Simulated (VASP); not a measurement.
The system is Ga2O3.

```
CELL_PARAMETERS angstrom
6.22678 -1.54833 0.00000
6.22678 1.54833 0.00000
-1.41317 0.00000 5.74043
ATOMIC_POSITIONS crystal
Ga 0.34134 0.34134 0.68598
Ga 0.65866 0.65866 0.31402
Ga 0.90950 0.90950 0.20540
Ga 0.09050 0.09050 0.79460
O 0.50410 0.50410 0.74340
O 0.49590 0.49590 0.25660
O 0.82670 0.82670 0.43680
O 0.17330 0.17330 0.56320
O 0.83550 0.83550 0.89020
O 0.16450 0.16450 0.10980
```

Base run:

* Program: VASP 6.6.1
* Functional: revPBE
* Dispersion: D3(BJ)
* Potentials or basis: VASP PAW PBE potentials, release 64 (Ga_d, O)
* Cutoff: 520 eV
* k mesh: 9 × 9 × 5
* Occupations: fermi-dirac, width 0.05 eV
* Spin: no spin polarisation

Its results: band gap on the k mesh 1.98 eV (least direct gap 2.01 eV); pressure -3.7 GPa; largest force 0.122 eV/Å.

Task: The run is repeated on the same cell with these changes: functional from revPBE to PBE; further incar settings from ALGO = Normal; EDIFF = 1e-06; NBANDS = 55 to ALGO = Normal; EDIFF = 1e-07; NBANDS = 55. What comes out?

Result: Band gap on the k mesh 1.90 eV (least direct gap 1.93 eV); pressure -4.1 GPa; largest force 0.114 eV/Å.

Caveats: the cell stands under tension; an odd mesh through Γ misses points on the zone boundary, where band edges can lie; the PAW data sets were made with another functional, which shifts forces and pressure a little (at least some runs).
